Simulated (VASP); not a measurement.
# TiAl (Pm-3m) in VASP: settings compared

The runs below take TiAl through relaxation of cell and atoms, single point, with HF, PBE0.

All numbers are computed with VASP 6.6.1; they aren't measurements. Logs are shortened: lines on timing, memory, paths and dates and some standing lists are left out, and cuts for length are marked.

## (1) The cell of the first run

Symmetry: Pm-3m, No. 221, cubic system. The conventional cell has a = 3.179 Å, b = 3.179 Å, c = 3.179 Å, α = 90.00°, β = 90.00°, γ = 90.00°. Ti (site symmetry m-3m) has 8 Al at 2.75 Å and 6 Ti at 3.18 Å within 3.6 Å. Within 3.6 Å of Al (site symmetry m-3m) lie 8 Ti at 2.75 Å and 6 Al at 3.18 Å.

## (2) Relaxation of cell and atoms, HF

POSCAR reads:

```
TiAl
1.0
    3.1790640000      0.0000000000      0.0000000000
    0.0000000000      3.1790640000      0.0000000000
    0.0000000000      0.0000000000      3.1790640000
Ti Al
1 1
Direct
    0.0000000000      0.0000000000      0.0000000000
    0.5000000000      0.5000000000      0.5000000000
```

INCAR.step1 reads:

```
SYSTEM = TiAl
PREC     = Accurate       ! precision mode
ENCUT    = 600            ! plane-wave cutoff, eV
EDIFF    = 1E-5           ! SCF threshold, eV
ISMEAR   = -1             ! smearing method
SIGMA    = 0.05           ! smearing width, eV
LREAL    = .FALSE.        ! projectors in reciprocal space
LASPH    = .TRUE.         ! aspherical terms in the spheres
NELM     = 60             ! most SCF steps
ALGO     = Normal         ! electronic algorithm
LWAVE    = .TRUE.         ! write WAVECAR
LCHARG   = .FALSE.        ! write CHGCAR
GGA      = PE             ! functional
NBANDS   = 14             ! bands
```

INCAR.step2 reads:

```
SYSTEM = TiAl
PREC     = Accurate       ! precision mode
ENCUT    = 600            ! plane-wave cutoff, eV
EDIFF    = 1E-7           ! SCF threshold, eV
ISMEAR   = -1             ! smearing method
SIGMA    = 0.05           ! smearing width, eV
LREAL    = .FALSE.        ! projectors in reciprocal space
LASPH    = .TRUE.         ! aspherical terms in the spheres
NELM     = 60             ! most SCF steps
ALGO     = Normal         ! electronic algorithm
ISIF     = 3              ! what is computed and relaxed
LWAVE    = .FALSE.        ! write WAVECAR
LCHARG   = .FALSE.        ! write CHGCAR
GGA      = PE             ! functional
LHFCALC  = .TRUE.         ! exact exchange
AEXX     = 1.0            ! exact-exchange fraction
ALDAC    = 0.0          
AGGAC    = 0.0          
PRECFOCK = Normal       
IBRION   = 2              ! ionic algorithm
NSW      = 60             ! ionic steps
EDIFFG   = -0.01          ! ionic threshold
ISTART   = 1
```

KPOINTS reads:

```
Automatic mesh
0
G
  4 4 4
  0 0 0
```

Potentials or basis: VASP PAW PBE potentials, release 64 (Ti_sv, Al).

Launch:

```
$ cat potpaw_PBE.64/Ti_sv/POTCAR potpaw_PBE.64/Al/POTCAR > POTCAR
$ cp INCAR.step1 INCAR
$ mpirun -np 1 vasp_std > vasp.out
$ cp INCAR.step2 INCAR
$ mpirun -np 1 vasp_std > vasp.out
```

OUTCAR:

```text
SYSTEM = TiAl
   PREC = Accurate
   ENCUT = 600
   EDIFF = 1E-7
   ISMEAR = -1
   LREAL = .FALSE.
   LASPH = .TRUE.
   NELM = 60
   ISIF = 3
   GGA = PE
   LHFCALC = .TRUE.
   AEXX = 1.0
   PRECFOCK = Normal
   IBRION = 2
   NSW = 60
   EDIFFG = -0.01
   ISTART = 1

 ion  position               nearest neighbor table
   1  0.000  0.000  0.000-   2 2.75   2 2.75   2 2.75   2 2.75   2 2.75   2 2.75   2 2.75   2 2.75

   2  0.500  0.500  0.500-   1 2.75   1 2.75   1 2.75   1 2.75   1 2.75   1 2.75   1 2.75   1 2.75

  LATTYP: Found a simple cubic cell.
 ALAT       =     3.1790640000

  Lattice vectors:

 A1 = (   3.1790640000,   0.0000000000,   0.0000000000)
 A2 = (   0.0000000000,   3.1790640000,   0.0000000000)
 A3 = (   0.0000000000,   0.0000000000,   3.1790640000)

Analysis of symmetry for initial positions (statically):
=====================================================================
 Subroutine PRICEL returns:
 Original cell was already a primitive cell.

 Routine SETGRP: Setting up the symmetry group for a
 simple cubic supercell.

 Subroutine GETGRP returns: Found 48 space group operations
 (whereof 48 operations were pure point group operations)
 out of a pool of 48 trial point group operations.

The static configuration has the point symmetry O_h .

Analysis of symmetry for dynamics (positions and initial velocities):
=====================================================================
 Subroutine PRICEL returns:
 Original cell was already a primitive cell.

 Routine SETGRP: Setting up the symmetry group for a
 simple cubic supercell.

 Subroutine GETGRP returns: Found 48 space group operations
 (whereof 48 operations were pure point group operations)
 out of a pool of 48 trial point group operations.

The dynamic configuration has the point symmetry O_h .

 Subroutine INISYM returns: Found 48 space group operations
 (whereof 48 operations are pure point group operations),
 and found     1 'primitive' translations

----------------------------------------------------------------------------------------

                                     Primitive cell

  volume of cell :      32.1290

  direct lattice vectors                    reciprocal lattice vectors
     3.179064000  0.000000000  0.000000000     0.314557996  0.000000000  0.000000000
     0.000000000  3.179064000  0.000000000     0.000000000  0.314557996  0.000000000
     0.000000000  0.000000000  3.179064000     0.000000000  0.000000000  0.314557996

  length of vectors
     3.179064000  3.179064000  3.179064000     0.314557996  0.314557996  0.314557996

  position of ions in fractional coordinates (direct lattice)
     0.000000000  0.000000000  0.000000000
     0.500000000  0.500000000  0.500000000

  ion indices of the primitive-cell ions
   primitive index   ion index
                 1           1
                 2           2

----------------------------------------------------------------------------------------

 KPOINTS: Automatic mesh

Automatic generation of k-mesh.
 Grid dimensions read from file:
 generate k-points for:    4    4    4

 Generating k-lattice:

  Cartesian coordinates                     Fractional coordinates (reciprocal lattice)
     0.078639499  0.000000000  0.000000000     0.250000000  0.000000000  0.000000000
     0.000000000  0.078639499  0.000000000     0.000000000  0.250000000  0.000000000
     0.000000000  0.000000000  0.078639499     0.000000000  0.000000000  0.250000000

  Length of vectors
     0.078639499  0.078639499  0.078639499

  Shift w.r.t. Gamma in fractional coordinates (k-lattice)
     0.000000000  0.000000000  0.000000000

 Subroutine IBZKPT returns following result:
 ===========================================

 Found     10 irreducible k-points:

 Following reciprocal coordinates:
            Coordinates               Weight
  0.000000  0.000000  0.000000      1.000000
  0.250000  0.000000  0.000000      6.000000
  0.500000  0.000000  0.000000      3.000000
  0.250000  0.250000  0.000000     12.000000
  0.500000  0.250000  0.000000     12.000000
  0.500000  0.500000  0.000000      3.000000
  0.250000  0.250000  0.250000      8.000000
  0.500000  0.250000  0.250000     12.000000
  0.500000  0.500000  0.250000      6.000000
  0.500000  0.500000  0.500000      1.000000
   k-points           NKPTS =     10   k-points in BZ     NKDIM =     64   number of bands    NBANDS=     11
   number of dos      NEDOS =    301   number of ions     NIONS =      2
   total plane-waves  NPLWV =  21952
   dimension x,y,z NGX =    28 NGY =   28 NGZ =   28
   dimension x,y,z NGXF=    56 NGYF=   56 NGZF=   56
   ions per type =               1   1
   NGX,Y,Z   is equivalent  to a cutoff of  14.64, 14.64, 14.64 a.u.
   NGXF,Y,Z  is equivalent  to a cutoff of  29.28, 29.28, 29.28 a.u.
 SYSTEM =  TiAl
   PREC   = accura    normal or accurate (medium, high low for compatibility)
   ISTART =      1    job   : 0-new  1-cont  2-samecut
   ICHARG =      0    charge: 1-file 2-atom 10-const
   ISPIN  =      1    spin polarized calculation?
   LNONCOLLINEAR =      F non collinear calculations
   LSORBIT =      F    spin-orbit coupling
   LASPH  =      T    aspherical Exc in radial PAW
   ENCUT  =  600.0 eV  44.10 Ry    6.64 a.u.   6.35  6.35  6.35*2*pi/ulx,y,z
   NELM   =     60;   NELMIN=  2; NELMDL=  0     # of ELM steps
   EDIFF  = 0.1E-06   stopping-criterion for ELM
   LREAL  =      F    real-space projection
   EDIFFG = -.1E-01   stopping-criterion for IOM
   NSW    =     60    number of steps for IOM
   IBRION =      2    ionic relax: 0-MD 1-quasi-New 2-CG
   NFREE  =      1    steps in history (QN), initial steepest desc. (CG)
   ISIF   =      3    stress and relaxation
   ISYM   =      3    0-nonsym 1-usesym 2-fastsym
   POTIM  = 0.5000    time-step for ionic-motion
   TEBEG  =    0.0;   TEEND  =   0.0 temperature during run
   PSTRESS=    0.0 pullay stress
   NELECT =      15.0000    total number of electrons
   NUPDOWN=      -1.0000    fix difference up-down
   EMIN   =  10.00;   EMAX   =-10.00  energy-range for DOS
   EFERMI =   0.00;   METHOD = LEGACY
   ISMEAR =    -1;   SIGMA  =   0.05  broadening in eV -4-tet -1-fermi 0-gaus
   EFERMI_NEDOS =   21; number of points for ismear=-14 and -15
   IALGO  =     38    algorithm
   IMIX   =      1    mixing-type and parameters
     AMIX     =   0.40;   BMIX     =  1.00
     AMIX_MAG =   1.60;   BMIX_MAG =  1.00
  volume/ion in A,a.u.               =      16.06       108.41
  Fermi-wavevector in a.u.,A,eV,Ry     =   1.270007  2.399964 21.945065  1.612917
  Thomas-Fermi vector in A             =   2.403017
   LORBIT       =      0    0 simple, 1 ext, 2 COOP (PROOUT), +10 PAW based schemes
   GGA     = PE    functional components
   LHFCALC =     T    Hartree Fock is set to
   PRECFOCK=normal    Normal, Fast or Accurate (Low or Medium for compatibility)
   ENCUT4O =  -1.0   cutoff for four orbital integrals eV
   NKREDX  =     1    reduce k-point grid by
   NKREDY  =     1    reduce k-point grid by
   NKREDZ  =     1    reduce k-point grid by
   AEXX    =    1.0000 exact exchange contribution
   HFSCREEN=    0.0000 screening length (either q_TF or 0.3 A-1)
   HFSCREENC=   0.0000 screening length for correlation (either q_TF or 0.3 A-1)
   ENCUTFOCK=  -1.0 apply spherical cutoff to Coloumb kernel
   IVDW    =     0    specifies the selected vdW correction
   LEPSILON=     F    determine dielectric tensor
   LRPA    =     F    only Hartree local field effects (RPA)
 conjugate gradient relaxation of ions
 non-spin polarized calculation
  energy-cutoff  :      600.00
  volume of cell :       32.13
 maximum number of plane-waves:      1108
 NGX is ok and might be reduce to    28
  NGX = 20; NGY = 20; NGZ = 20

--------------------------------------- Ionic step        1  -------------------------------------------

 number of electron      15.0000003 magnetization

 Free energy of the ion-electron system (eV)
  ---------------------------------------------------
  ext. energy  EPLUGINS =         0.00000000
  ---------------------------------------------------
  free energy    TOTEN  =       -24.73607678 eV

  energy without entropy =      -24.72762876  energy(sigma->0) =      -24.73185277

------------------------ aborting loop because EDIFF is reached ----------------------------------------

  FORCE on cell =-STRESS in cart. coord.  units (eV):
  Direction    XX          YY          ZZ          XY          YZ          ZX
  --------------------------------------------------------------------------------------
  -------------------------------------------------------------------------------------
  Total        1.1058190      1.1058190      1.1058190      0.0000000      0.0000000      0.0000000
  in kB       55.1438140     55.1438140     55.1438140      0.0000000      0.0000000      0.0000000
  external PRESSURE =      55.1438140 kB  Pullay stress =       0.0000000 kB
[... 21 lines left out ...]
  energy  without entropy=      -24.7276287613  energy(sigma->0) =      -24.73185277

--------------------------------------- Ionic step        2  -------------------------------------------

 number of electron      14.9999996 magnetization

 E-fermi :   9.6670     XC(G=0):   0.0000

 val. band max:        8.2318047040   @ k =   0.2500   0.2500   0.2500
 cond. band min:       9.7475139085   @ k =   0.5000   0.2500   0.2500
 fundamental gap:      1.5157092044
 Fermi energy:         9.6670420129

 k-point     1 :       0.0000    0.0000    0.0000
  band No.  band energies     occupation
      1     -69.3715      2.00000
      2     -38.8710      2.00000
      3     -38.8710      2.00000
      4     -38.8710      2.00000
      5      -7.3889      2.00000
      6       4.4204      2.00000
      7       4.4204      2.00000
      8      16.3013      0.00000
      9      16.3013      0.00000
     10      16.3013      0.00000
     11      17.1483      0.00000
[... 157 lines left out ...]
  energy  without entropy=      -24.7391604760  energy(sigma->0) =      -24.74338449

--------------------------------------- Ionic step        3  -------------------------------------------

 number of electron      15.0000003 magnetization

 Free energy of the ion-electron system (eV)
  ---------------------------------------------------
  ext. energy  EPLUGINS =         0.00000000
  ---------------------------------------------------
  free energy    TOTEN  =       -24.76066903 eV

  energy without entropy =      -24.75222101  energy(sigma->0) =      -24.75644502

 E-fermi :  10.0475     XC(G=0):   0.0000

 val. band max:        8.6339128825   @ k =   0.2500   0.2500   0.2500
 cond. band min:      10.1279328567   @ k =   0.5000   0.2500   0.2500
 fundamental gap:      1.4940199742
 Fermi energy:        10.0474609610

 k-point     1 :       0.0000    0.0000    0.0000
  band No.  band energies     occupation
      1     -68.9214      2.00000
      2     -38.4195      2.00000
      3     -38.4195      2.00000
      4     -38.4195      2.00000
      5      -7.2792      2.00000
      6       4.6548      2.00000
      7       4.6548      2.00000
      8      16.7580      0.00000
      9      16.7580      0.00000
     10      16.7580      0.00000
     11      17.6915      0.00000
[... 153 lines left out ...]
  FREE ENERGIE OF THE ION-ELECTRON SYSTEM (eV)
  ---------------------------------------------------
  free  energy   TOTEN  =       -24.7606690329 eV

  energy  without entropy=      -24.7522210102  energy(sigma->0) =      -24.75644502

 reached required accuracy - stopping structural energy minimisation
```

Run time: 18 min. Hardware: 1 thread of Intel Xeon Platinum 8488C (Sapphire Rapids), shared host; peak memory 0.17 GiB.

What came out:

```yaml
Free_energy: -24.7607 eV
Relaxed_volume: 16.81 Å³/atom
Relaxed_cell: a = 3.227 Å, b = 3.227 Å, c = 3.227 Å, α = 90.00°, β = 90.00°, γ = 90.00°
Space_group_after_relaxing_to_0.1_Å: Pm-3m (No. 221)
Energy_gained_by_relaxing: 12.3 meV/atom
Ionic_steps: 3
Pressure_after_relaxing: 0.0 GPa
Band_gap_on_the_k_mesh: zero (an odd number of electrons rules out a gap without spin polarisation)
```

The path:
| step | energy change (eV) | largest force (eV/Å) | pressure (GPa) | volume (Å³) |
| --- | --- | --- | --- | --- |
| 1 | 0.0000 | 0.0000 | 5.51 | 32.13 |
| 2 | -0.0115 | 0.0000 | -3.52 | 34.77 |
| 3 | -0.0246 | 0.0000 | -0.01 | 33.62 |

Final structure:
```
Ti Al
1.0
     3.22743    0.00000    0.00000
     0.00000    3.22743    0.00000
     0.00000    0.00000    3.22743
Ti Al
1 1
Cartesian
  0.0000 0.0000 0.0000
  1.6137 1.6137 1.6137
```

Levels at points of the mesh, in eV from the Fermi level:
```
           k point  band 3  band 4  band 5  band 6  band 7  band 8  band 9  band 10  band 11
(0.00, 0.00, 0.00)  -48.47  -48.47  -17.33   -5.39   -5.39    6.71    6.71     6.71     7.64
(0.50, 0.00, 0.00)  -48.45  -48.45  -12.84  -10.92   -3.87    3.62    3.62     6.16     7.01
(0.50, 0.50, 0.00)  -48.71  -48.44  -10.52   -6.02   -6.02   -5.22    4.88     4.88     5.69
(0.50, 0.50, 0.50)  -48.66  -48.66   -6.00   -6.00   -6.00   -3.47    4.60     5.67     5.67
```

Caveat: the k points lie up to 0.49 Å⁻¹ apart in the final cell, too coarse for converged energies and pressures of a metal; the PAW data sets were made with another functional, which shifts forces and pressure a little.

## (3) Single point, HF

This run uses another cell than the first one, of 16.44 Å³/atom.

POSCAR reads:

```
TiAl
1.0
    3.2035946567      0.0000000000      0.0000000000
    0.0000000000      3.2035946567      0.0000000000
    0.0000000000      0.0000000000      3.2035946567
Ti Al
1 1
Direct
    0.0000000000      0.0000000000      0.0000000000
    0.5000000000      0.5000000000      0.5000000000
```

INCAR.step1 reads:

```
SYSTEM = TiAl
PREC = Accurate
ENCUT = 520
EDIFF = 1E-5
ISMEAR = -1
SIGMA = 0.05
LREAL = .FALSE.
LASPH = .TRUE.
NELM = 100
ALGO = Normal
ISIF = 2
LWAVE = .TRUE.
LCHARG = .FALSE.
GGA = PE
NBANDS = 14
```

INCAR.step2 reads:

```
SYSTEM = TiAl
PREC = Accurate
ENCUT = 520
EDIFF = 1E-6
ISMEAR = -1
SIGMA = 0.05
LREAL = .FALSE.
LASPH = .TRUE.
NELM = 100
ALGO = Normal
ISIF = 2
LWAVE = .FALSE.
LCHARG = .FALSE.
GGA = PE
LHFCALC = .TRUE.
AEXX = 1.0
ALDAC = 0.0
AGGAC = 0.0
PRECFOCK = Normal
ISTART = 1
NBANDS = 14
```

KPOINTS is that of step 2.

Potentials or basis: VASP PAW PBE potentials, release 64 (Ti_sv, Al).

Launch:

```
$ cat potpaw_PBE.64/Ti_sv/POTCAR potpaw_PBE.64/Al/POTCAR > POTCAR
$ cp INCAR.step1 INCAR
$ mpirun -np 1 vasp_std > vasp.out
$ cp INCAR.step2 INCAR
$ mpirun -np 1 vasp_std > vasp.out
```

Wall time 8.4 min (1 thread of Intel Xeon 8259CL, shared host); peak memory 0.15 GiB.

It converged, with:

```
Free energy            : -24.7503 eV
Pressure               : 2.5 GPa
Band gap on the k mesh : zero (an odd number of electrons rules out a gap without spin polarisation)
```

Levels at points of the mesh, in eV from the Fermi level:
```csv
k point,band 3,band 4,band 5,band 6,band 7,band 8,band 9,band 10,band 11,band 12
"(0.00, 0.00, 0.00)",-48.42,-48.42,-17.51,-5.49,-5.49,6.76,6.76,6.76,7.76,7.76
"(0.50, 0.00, 0.00)",-48.40,-48.40,-12.93,-11.05,-3.92,3.61,3.61,6.28,7.07,9.85
"(0.50, 0.50, 0.00)",-48.68,-48.39,-10.63,-6.08,-6.08,-5.28,4.88,4.88,5.81,8.10
"(0.50, 0.50, 0.50)",-48.62,-48.62,-6.15,-6.15,-6.15,-3.36,4.67,4.67,4.67,5.78
```

Caveat: the k points lie up to 0.49 Å⁻¹ apart, too coarse for converged energies and pressures of a metal; the PAW data sets were made with another functional, which shifts forces and pressure a little.

(Part 1 of 2 ends here.)
